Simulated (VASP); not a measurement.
Wanted: the native input for a VASP 6.6.1 run.

```
Task                   : single point
Functional             : PBE
Potentials or basis    : VASP PAW PBE potentials, release 64 (Sc_sv, Nb_sv)
Cutoff                 : 520 eV
k mesh                 : 3 × 3 × 1
Occupations            : gaussian, width 0.1 eV
Spin                   : collinear spin, antiferromagnetic start
Starting moments       : [-3.0, 3.0] μB
Dipole correction      : no
Further INCAR settings : ALGO = Normal; EDIFF = 1e-06; NBANDS = 23
```

The structure of ScNb lies in POSCAR:

```
ScNb
1.0
    3.0656443612      0.0000000000      0.0000000000
   -1.5328221806      2.6549258957      0.0000000000
    0.0000000000      0.0000000000      5.0721940000
Sc Nb
1 1
Direct
    0.0000000000      0.0000000000      0.0000000000
    0.3333333333      0.6666666667      0.5000000000
```

These files were run (other wordings do the same):

INCAR

```
PREC = Accurate ; ENCUT = 520
EDIFF = 1E-6 ; ISMEAR = 0
SIGMA = 0.1 ; LREAL = False
LASPH = True ; NELM = 150
ALGO = Normal ; ISIF = 2
LWAVE = False ; LCHARG = False
ISPIN = 2 ; MAGMOM = -3 3
LORBIT = 11 ; LMAXMIX = 4
GGA = PE ; NBANDS = 23
```

KPOINTS

```
Automatic mesh
0
Gamma
  3 3 1
```

Potentials or basis: VASP PAW PBE potentials, release 64 (Sc_sv, Nb_sv).

Command:

```bash
$ cat potpaw_PBE.64/Sc_sv/POTCAR potpaw_PBE.64/Nb_sv/POTCAR > POTCAR
$ mpirun -np 1 vasp_std > vasp.out
```

It gave:

| Property | Result |
| --- | --- |
| Pressure | -1.5 GPa |
| Band gap on the k mesh | zero (filled and empty bands overlap) |
| Net moment | 0.00 μB per cell |
| Valence electrons inside the program's atomic spheres | Sc 9.50; Nb 10.56 |

Caveat: the k points lie up to 1.24 Å⁻¹ apart.

Run time: 15 s on 1 thread of AMD EPYC 7R43 64-Core Processor (Zen 3) (shared host), peak memory 0.14 GiB.
